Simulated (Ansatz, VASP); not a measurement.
# Two plane-wave programs on Ge

```
Ge
1.0
     4.93622    0.00000    0.00000
    -2.46811    4.27489    0.00000
     0.00000    0.00000    2.80470
Ge
3
Cartesian
  -2.4681 4.2749 0.0000
  0.0000 2.8499 1.4024
  2.4681 1.4250 1.4024
```

Alike in both runs: task single point; functional revPBE; k mesh 8 × 8 × 13; occupations fermi-dirac, width 0.1 eV; no spin polarisation.

```csv
,VASP,Ansatz
version,VASP 6.6.1,Ansatz 0.2.0
potentials or method,"VASP PAW PBE potentials, release 64 (Ge_d), cutoff 520 eV","plane waves (420 eV) with PAW, scalar-relativistic"
valence electrons in the cell,42,42
```

```csv
,VASP,Ansatz,Ansatz less VASP
pressure (GPa),0.1,0.1,+0.01
"traceless stress, the component that is largest in VASP (GPa)",0.73,0.73,+0.001
```

VASP's potentials were made for PBE, not for revPBE.
